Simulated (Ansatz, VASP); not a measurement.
## One calculation of HfOs3, two programs

```xyz
4
Lattice="3.9199 0.0000 0.0000 0.0000 3.9199 0.0000 0.0000 0.0000 3.9199" Properties=species:S:1:pos:R:3 pbc="T T T"
Os    0.0000    1.9599    1.9599
Os    1.9599    0.0000    1.9599
Os    1.9599    1.9599    0.0000
Hf    0.0000    0.0000    0.0000
```

Alike in both runs: task single point; functional PBE; k mesh 7 × 7 × 7; occupations fermi-dirac, width 0.05 eV; no spin polarisation.

|  | VASP | Ansatz |
| --- | --- | --- |
| version | VASP 6.6.1 | Ansatz 0.2.0 |
| potentials or method | VASP PAW PBE potentials, release 64 (Os, Hf_pv) | Ansatz PAW |
| plane-wave cutoff (eV) | 520 | 420 |
| valence electrons in the cell | 34 | 74 |

```csv
,VASP,Ansatz,Ansatz less VASP
gap on the k mesh at the Fermi level (eV),none,none,-
pressure (GPa),13.1,13.7,+0.60
```

A gap of «none» marks a metal or a gap that the smearing closes. VASP's potentials hold 34 valence electrons a cell and Ansatz's 74, so a difference there can come from the potentials and not from the codes.

Neither program's run includes spin-orbit coupling.
